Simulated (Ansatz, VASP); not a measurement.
Mo: VASP beside Ansatz

File INCAR:

```
PREC     = Accurate       # precision mode
ENCUT    = 520            # plane-wave cutoff, eV
EDIFF    = 1E-7           # SCF threshold, eV
ISMEAR   = 0              # smearing method
SIGMA    = 0.15           # smearing width, eV
LREAL    = False          # projectors in reciprocal space
LASPH    = True           # aspherical terms in the spheres
NELM     = 100            # most SCF steps
ALGO     = Fast           # electronic algorithm
ISIF     = 2              # what is computed and relaxed
LWAVE    = False          # write WAVECAR
LCHARG   = False          # write CHGCAR
GGA      = PE             # functional
NBANDS   = 21             # bands
```

File KPOINTS:

```
Automatic mesh
0
Gamma
  24 24 14
```

POSCAR

```
Mo
1.0
   -1.5802194352      1.5802194352      1.5802194352
    1.5802194352     -1.5802194352      1.5802194352
    3.1604388703      3.1604388703      0.0000000000
Mo
2
Direct
   -0.0503408015      0.0503408015      0.0000000000
    0.5503408015      0.4496591985      0.5000000000
```

Input for Ansatz:

```yaml
crystal:
  lattice:
    - [-1.5802194352, 1.5802194352, 1.5802194352]
    - [1.5802194352, -1.5802194352, 1.5802194352]
    - [3.1604388703, 3.1604388703, 0.0]
  atoms:
    - { symbol: Mo, position: [-0.0503408015, 0.0503408015, 0.0] }
    - { symbol: Mo, position: [0.5503408015, 0.4496591985, 0.5] }
basis:
  ecutwfc: 420
kpoints:
  mp_grid: { grid: [24, 24, 14] }
hamiltonian:
  xc: pbe
scf:
  occupations: { method: gaussian, width: 0.15 }
output:
  forces: true
  stress: true
  eigenvalues: true
```

Change from the starting cell: mode 5 (192.3 1/cm) frozen in, largest displacement +0.225 Å.

Alike in both runs: task single point; functional PBE; k mesh 24 × 24 × 14; occupations gaussian, width 0.15 eV; no spin polarisation.

|  | VASP | Ansatz |
| --- | --- | --- |
| version | VASP 6.6.1 | Ansatz 0.2.0 |
| potentials or method | VASP PAW PBE potentials, release 64 (Mo_sv), cutoff 520 eV | scalar-relativistic, plane waves, PAW |
| valence electrons in the cell | 28 | 28 |

|  | VASP | Ansatz | Ansatz less VASP |
| --- | --- | --- | --- |
| gap on the k mesh at the Fermi level (eV) | none | none | - |
| pressure (GPa) | 3.6 | 3.1 | -0.50 |
| traceless stress, the component that is largest in VASP (GPa) | 8.98 | 8.99 | +0.014 |
| rms of the force components (eV/Å) | 0.941 | 0.941 | +0.0004 |

Atom by atom the forces differ by 0.000 eV/Å (rms over components). A gap of «none» marks a metal or a gap that the smearing closes.
